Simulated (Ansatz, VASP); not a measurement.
**Two plane-wave programs on V**

```
V
1.0
    -1.52653    1.52653    1.52653
     1.52653   -1.52653    1.52653
     1.52653    1.52653   -1.52653
V
1
Direct
  0.00000 0.00000 0.00000
```

Alike in both runs: task single point; functional revPBE; k mesh 24 × 24 × 24; occupations fermi-dirac, width 0.05 eV; collinear spin.

|  | VASP | Ansatz |
| --- | --- | --- |
| version | VASP 6.6.1 | Ansatz 0.2.0 |
| potentials or method | VASP PAW PBE potentials, release 64 (V_sv), cutoff 520 eV | plane waves (420 eV) with PAW, scalar-relativistic |
| valence electrons in the cell | 13 | 13 |

```csv
,VASP,Ansatz,Ansatz less VASP
pressure (GPa),-6.0,-6.2,-0.20
net moment per atom (μB),0.00,0.00,0.000
```

VASP's potentials were made for PBE, not for revPBE. The functional is the same, so the differences come from potentials, cutoffs and numerics. Ansatz's warnings: seeded moment not kept.
